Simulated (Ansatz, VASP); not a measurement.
## Two plane-wave programs on WC

```xyz
2
Lattice="2.9005 0.0000 0.0000 -1.4503 2.5119 0.0314 0.0000 0.0354 2.8290" Properties=species:S:1:pos:R:3 pbc="T T T"
W     0.0000    0.0000    0.0000
C     1.4503    0.8550    1.4250
```

Change from the starting cell: strain +0.0250 x Voigt [0, 0, 0, 1, 0, 0], atoms carried along.

Alike in both runs: task single point; functional PBEsol; k mesh 18 × 18 × 16; occupations gaussian, width 0.15 eV; no spin polarisation.

|  | VASP | Ansatz |
| --- | --- | --- |
| version | VASP 6.6.1 | Ansatz 0.2.0 |
| potentials or method | VASP PAW PBE potentials, release 64 (W_sv, C), cutoff 520 eV | scalar-relativistic, plane waves, PAW |
| valence electrons in the cell | 18 | 18 |

|  | VASP | Ansatz | Ansatz less VASP |
| --- | --- | --- | --- |
| gap on the k mesh at the Fermi level (eV) | none | none | - |
| pressure (GPa) | 0.8 | -0.5 | -1.29 |
| traceless stress, the component that is largest in VASP (GPa) | -8.03 | -7.98 | +0.045 |
| rms of the force components (eV/Å) | 0.011 | 0.011 | -0.0001 |

VASP's potentials were made for PBE, not for PBEsol. Atom by atom the forces differ by 0.000 eV/Å (rms over components). A gap of «none» marks a metal or a gap that the smearing closes.

Neither program's run includes spin-orbit coupling.
